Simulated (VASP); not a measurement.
# Pt (Fm-3m) in VASP: single point with PBE

Aim: the single point of Pt with PBE.

Program: VASP 6.6.1. These are calculated values, not measurements. Logs are shortened: lines on timing, memory, paths and dates and some standing lists are left out, and cuts for length are marked.

**1. The cell of the first run**

Symmetry: Fm-3m, No. 225, cubic system. The conventional cell has a = 3.970 Å, b = 3.970 Å, c = 3.970 Å, α = 90.00°, β = 90.00°, γ = 90.00°. Pt (site symmetry m-3m) has 12 Pt at 2.81 Å within 3.7 Å.

**2. Single point, PBE**

Input file INCAR:

```
ALGO = Normal
EDIFF = 1E-7
ENCUT = 520
GGA = PE
ISIF = 2
ISMEAR = 0
LASPH = True
LCHARG = False
LREAL = Auto
LWAVE = False
NBANDS = 94
NELM = 100
PREC = Accurate
SIGMA = 0.1
```

Input file KPOINTS:

```
k-points
0
Gamma
  5 5 5
```

Input file POSCAR:

```
Pt
1.0
    3.9702306987     -3.9702306987      3.9702306987
   -3.9702306987     -3.9702306987     -3.9702306987
    3.9702306987      3.9702306987     -3.9702306987
Pt
16
Direct
    0.5000000000      0.7500000000      0.7500000000
    0.7500000000      0.7500000000      0.5000000000
    0.7500000000      0.5000000000      0.7500000000
    0.0000000000      0.7500000000      0.2500000000
    0.0000000000      0.5000000000      0.5000000000
    0.0000000000      0.2500000000      0.7500000000
    0.2500000000      0.7500000000      0.0000000000
    0.2500000000      0.5000000000      0.2500000000
    0.2500000000      0.2500000000      0.5000000000
    0.2500000000      0.0000000000      0.7500000000
    0.5000000000      0.5000000000      0.0000000000
    0.5000000000      0.2500000000      0.2500000000
    0.5000000000      0.0000000000      0.5000000000
    0.7500000000      0.2500000000      0.0000000000
    0.7500000000      0.0000000000      0.2500000000
    0.0000000000      0.0000000000      0.0000000000
```

Potentials or basis: VASP PAW PBE potentials, release 64 (Pt).

Launch:

```console
$ cat potpaw_PBE.64/Pt/POTCAR > POTCAR
$ mpirun -np 1 vasp_std > vasp.out
```

OUTCAR:

```text
EDIFF = 1E-7
   ENCUT = 520
   GGA = PE
   ISIF = 2
   ISMEAR = 0
   LASPH = True
   LREAL = Auto
   NELM = 100
   PREC = Accurate

 ion  position               nearest neighbor table
   1  0.500  0.750  0.750-   2 2.81   3 2.81   7 2.81  10 2.81  11 2.81  13 2.81  14 2.81  15 2.81
                            16 2.81   8 2.81   9 2.81   5 2.81
   2  0.750  0.750  0.500-   1 2.81   3 2.81   4 2.81   5 2.81   6 2.81  10 2.81  13 2.81  15 2.81
                            16 2.81  11 2.81  12 2.81   8 2.81
   3  0.750  0.500  0.750-   1 2.81   2 2.81   4 2.81   5 2.81   6 2.81   7 2.81  11 2.81  14 2.81
                            16 2.81  12 2.81  13 2.81   9 2.81
   4  0.000  0.750  0.250-   2 2.81   5 2.81   7 2.81   8 2.81   9 2.81  10 2.81  13 2.81  15 2.81
                            16 2.81   3 2.81  14 2.81  11 2.81
   5  0.000  0.500  0.500-   1 2.81   2 2.81   3 2.81   4 2.81   6 2.81   7 2.81   8 2.81   9 2.81
                            10 2.81  14 2.81  15 2.81  12 2.81
   6  0.000  0.250  0.750-   3 2.81   5 2.81   7 2.81   8 2.81   9 2.81  10 2.81  11 2.81  14 2.81
                            16 2.81  15 2.81   2 2.81  13 2.81
   7  0.250  0.750  0.000-   1 2.81   4 2.81   8 2.81  10 2.81  11 2.81  12 2.81  13 2.81  15 2.81
                            16 2.81   5 2.81   6 2.81   3 2.81
   8  0.250  0.500  0.250-   1 2.81   2 2.81   4 2.81   5 2.81   7 2.81   9 2.81  11 2.81  12 2.81
                            13 2.81   6 2.81  16 2.81  14 2.81
   9  0.250  0.250  0.500-   1 2.81   3 2.81   5 2.81   6 2.81   8 2.81  10 2.81  11 2.81  12 2.81
                            13 2.81  16 2.81   4 2.81  15 2.81
  10  0.250  0.000  0.750-   1 2.81   6 2.81   7 2.81   9 2.81  11 2.81  12 2.81  13 2.81  14 2.81
                            16 2.81   4 2.81   5 2.81   2 2.81
  11  0.500  0.500  0.000-   1 2.81   2 2.81   3 2.81   4 2.81   7 2.81   8 2.81  12 2.81  14 2.81
                            15 2.81   9 2.81  10 2.81   6 2.81
  12  0.500  0.250  0.250-   2 2.81   3 2.81   5 2.81   8 2.81   9 2.81  11 2.81  13 2.81  14 2.81
                            15 2.81  10 2.81   7 2.81  16 2.81
  13  0.500  0.000  0.500-   1 2.81   2 2.81   3 2.81   6 2.81   9 2.81  10 2.81  12 2.81  14 2.81
                            15 2.81   7 2.81   8 2.81   4 2.81
  14  0.750  0.250  0.000-   3 2.81   4 2.81   5 2.81   6 2.81   8 2.81  11 2.81  12 2.81  15 2.81
                            16 2.81  13 2.81   1 2.81  10 2.81
  15  0.750  0.000  0.250-   2 2.81   4 2.81   5 2.81   6 2.81   9 2.81  12 2.81  13 2.81  14 2.81
                            16 2.81   1 2.81  11 2.81   7 2.81
  16  0.000  0.000  0.000-   4 2.81   6 2.81   7 2.81   8 2.81   9 2.81  10 2.81  12 2.81  14 2.81
                            15 2.81   2 2.81   3 2.81   1 2.81

  LATTYP: Found a body centered cubic cell.
 ALAT       =     7.9404613974

  Lattice vectors:

 A1 = (   3.9702306987,  -3.9702306987,   3.9702306987)
 A2 = (  -3.9702306987,  -3.9702306987,  -3.9702306987)
 A3 = (   3.9702306987,   3.9702306987,  -3.9702306987)

Analysis of symmetry for initial positions (statically):
=====================================================================
 Subroutine PRICEL returns following result:

  LATTYP: Found a face centered cubic cell.
 ALAT       =     3.9702306987

  Lattice vectors:

 A1 = (  -1.9851153493,   0.0000000000,  -1.9851153494)
 A2 = (  -1.9851153494,   1.9851153494,  -0.0000000000)
 A3 = (  -0.0000000000,   1.9851153494,  -1.9851153494)

  16 primitive cells build up your supercell.

 Routine SETGRP: Setting up the symmetry group for a
 body centered cubic supercell.

 Subroutine GETGRP returns: Found 48 space group operations
 (whereof 48 operations were pure point group operations)
 out of a pool of 48 trial point group operations.

The static configuration has the point symmetry O_h .

Analysis of symmetry for dynamics (positions and initial velocities):
=====================================================================
 Subroutine PRICEL returns following result:

  LATTYP: Found a face centered cubic cell.
 ALAT       =     3.9702306987

  Lattice vectors:

 A1 = (  -1.9851153493,   0.0000000000,  -1.9851153494)
 A2 = (  -1.9851153494,   1.9851153494,  -0.0000000000)
 A3 = (  -0.0000000000,   1.9851153494,  -1.9851153494)

  16 primitive cells build up your supercell.

 Routine SETGRP: Setting up the symmetry group for a
 body centered cubic supercell.

 Subroutine GETGRP returns: Found 48 space group operations
 (whereof 48 operations were pure point group operations)
 out of a pool of 48 trial point group operations.
[... 35 lines left out ...]

 Generating k-lattice:

  Cartesian coordinates                     Fractional coordinates (reciprocal lattice)
     0.025187453 -0.025187453  0.000000000     0.200000000  0.000000000  0.000000000
     0.000000000 -0.025187453 -0.025187453     0.000000000  0.200000000  0.000000000
     0.025187453  0.000000000 -0.025187453     0.000000000  0.000000000  0.200000000

  Length of vectors
     0.035620438  0.035620438  0.035620438

  Shift w.r.t. Gamma in fractional coordinates (k-lattice)
     0.000000000  0.000000000  0.000000000

 Subroutine IBZKPT returns following result:
 ===========================================

 Found     10 irreducible k-points:

 Following reciprocal coordinates:
            Coordinates               Weight
  0.000000  0.000000  0.000000      1.000000
  0.200000  0.000000  0.000000     12.000000
  0.400000  0.000000  0.000000     12.000000
  0.200000  0.200000  0.000000     24.000000
  0.400000  0.200000  0.000000     24.000000
  0.200000  0.200000  0.200000      8.000000
 -0.200000  0.200000  0.200000      6.000000
 -0.400000  0.400000  0.200000     24.000000
 -0.400000 -0.400000  0.200000      8.000000
 -0.400000  0.400000  0.400000      6.000000
   k-points           NKPTS =     10   k-points in BZ     NKDIM =     10   number of bands    NBANDS=     94
   number of dos      NEDOS =    301   number of ions     NIONS =     16
   total plane-waves  NPLWV = 157464
   dimension x,y,z NGX =    54 NGY =   54 NGZ =   54
   dimension x,y,z NGXF=   108 NGYF=  108 NGZF=  108
   ions per type =              16
   NGX,Y,Z   is equivalent  to a cutoff of  13.05, 13.05, 13.05 a.u.
   NGXF,Y,Z  is equivalent  to a cutoff of  26.11, 26.11, 26.11 a.u.
 SYSTEM =  unknown system
   PREC   = accura    normal or accurate (medium, high low for compatibility)
   ISTART =      0    job   : 0-new  1-cont  2-samecut
   ICHARG =      2    charge: 1-file 2-atom 10-const
   ISPIN  =      1    spin polarized calculation?
   LNONCOLLINEAR =      F non collinear calculations
   LSORBIT =      F    spin-orbit coupling
   LASPH  =      T    aspherical Exc in radial PAW
   ENCUT  =  520.0 eV  38.22 Ry    6.18 a.u.  12.79 12.79 12.79*2*pi/ulx,y,z
   NELM   =    100;   NELMIN=  2; NELMDL= -5     # of ELM steps
   EDIFF  = 0.1E-06   stopping-criterion for ELM
   LREAL  =      T    real-space projection
   EDIFFG = 0.1E-05   stopping-criterion for IOM
   NSW    =      0    number of steps for IOM
   IBRION =     -1    ionic relax: 0-MD 1-quasi-New 2-CG
   NFREE  =      0    steps in history (QN), initial steepest desc. (CG)
   ISIF   =      2    stress and relaxation
   ISYM   =      2    0-nonsym 1-usesym 2-fastsym
   POTIM  = 0.5000    time-step for ionic-motion
   TEBEG  =    0.0;   TEEND  =   0.0 temperature during run
   PSTRESS=    0.0 pullay stress
   NELECT =     160.0000    total number of electrons
   NUPDOWN=      -1.0000    fix difference up-down
   EMIN   =  10.00;   EMAX   =-10.00  energy-range for DOS
   EFERMI =   0.00;   METHOD = LEGACY
   ISMEAR =     0;   SIGMA  =   0.10  broadening in eV -4-tet -1-fermi 0-gaus
   EFERMI_NEDOS =   21; number of points for ismear=-14 and -15
   IALGO  =     38    algorithm
   IMIX   =      4    mixing-type and parameters
     AMIX     =   0.40;   BMIX     =  1.00
     AMIX_MAG =   1.60;   BMIX_MAG =  1.00
  volume/ion in A,a.u.               =      15.65       105.58
  Fermi-wavevector in a.u.,A,eV,Ry     =   1.410195  2.664882 27.057214  1.988649
  Thomas-Fermi vector in A             =   2.532173
   LORBIT       =      0    0 simple, 1 ext, 2 COOP (PROOUT), +10 PAW based schemes
   GGA     = PE    functional components
   LHFCALC =     F    Hartree Fock is set to
   AEXX    =    0.0000 exact exchange contribution
   IVDW    =     0    specifies the selected vdW correction
   LEPSILON=     F    determine dielectric tensor
   LRPA    =     F    only Hartree local field effects (RPA)
 non-spin polarized calculation
 Gauss-broadening in eV      SIGMA  =   0.10
  energy-cutoff  :      520.00
  volume of cell :      250.33
 maximum number of plane-waves:      6776
 NGX is ok and might be reduce to    54
   NGX = 25   NGY = 25   NGZ = 25

 number of electron     160.0000035 magnetization

 Free energy of the ion-electron system (eV)
  ---------------------------------------------------
  ext. energy  EPLUGINS =         0.00000000
  ---------------------------------------------------
  free energy    TOTEN  =       -97.68767876 eV

  energy without entropy =      -97.53489121  energy(sigma->0) =      -97.61128499

 E-fermi :  10.5696     XC(G=0): -13.2703

 val. band max:       10.5688652028   @ k =   0.0000   0.0000   0.0000
 cond. band min:      10.6028584531   @ k =   0.2000   0.2000   0.2000
 fundamental gap:      0.0339932503
 Fermi energy:        10.5696351587

 k-point     1 :       0.0000    0.0000    0.0000
  band No.  band energies     occupation
      1       0.7626      2.00000
      2       3.8916      2.00000
      3       3.8916      2.00000
      4       3.8916      2.00000
      5       4.3297      2.00000
      6       4.3297      2.00000
[... 939 lines left out ...]
     91      16.4132      0.00000
     92      16.4185      0.00000
 [bands above 92 left out]

------------------------ aborting loop because EDIFF is reached ----------------------------------------

  FORCE on cell =-STRESS in cart. coord.  units (eV):
  Direction    XX          YY          ZZ          XY          YZ          ZX
  --------------------------------------------------------------------------------------
  -------------------------------------------------------------------------------------
  Total       -0.8422994     -0.8422994     -0.8422994      0.0000000      0.0000000     -0.0000000
  in kB       -5.3910064     -5.3910064     -5.3910064      0.0000000      0.0000000     -0.0000000
  external PRESSURE =      -5.3910064 kB  Pullay stress =       0.0000000 kB

 VOLUME and BASIS-vectors are now :
 -----------------------------------------------------------------------------
  energy-cutoff  :      520.00
  volume of cell :      250.33
      direct lattice vectors                 reciprocal lattice vectors
     3.970230699 -3.970230699  3.970230699     0.125937266 -0.125937266  0.000000000
    -3.970230699 -3.970230699 -3.970230699     0.000000000 -0.125937266 -0.125937266
     3.970230699  3.970230699 -3.970230699     0.125937266  0.000000000 -0.125937266

 POSITION                                       TOTAL-FORCE (eV/Angst)
 -----------------------------------------------------------------------------------
      1.98512     -1.98512     -3.97023         0.000000      0.000000      0.000000
      1.98512     -3.97023     -1.98512        -0.000000      0.000000      0.000000
      3.97023     -1.98512     -1.98512         0.000000      0.000000      0.000000
     -1.98512     -1.98512     -3.97023        -0.000000     -0.000000     -0.000000
      0.00000      0.00000     -3.97023         0.000000      0.000000     -0.000000
      1.98512      1.98512     -3.97023        -0.000000      0.000000     -0.000000
[... 8 lines left out ...]
      3.97023     -1.98512      1.98512         0.000000      0.000000      0.000000
      0.00000      0.00000      0.00000         0.000000      0.000000     -0.000000
 -----------------------------------------------------------------------------------
    total drift:                                0.000000     -0.000000     -0.000000

  FREE ENERGIE OF THE ION-ELECTRON SYSTEM (eV)
  ---------------------------------------------------
  free  energy   TOTEN  =       -97.6876787624 eV

  energy  without entropy=      -97.5348912131  energy(sigma->0) =      -97.61128499
```

It took 21 min on 1 thread of AMD EPYC 7R13, shared host; peak memory 0.45 GiB.

Results:

```yaml
Free_energy: -97.6877 eV
Pressure: -0.5 GPa
Band_gap_on_the_k_mesh: zero (band 80 reaches 11.03 eV, above the bottom of band 81 at 10.41 eV)
```

Caveat: spin-orbit coupling is left out, which moves the levels of the heavy elements.
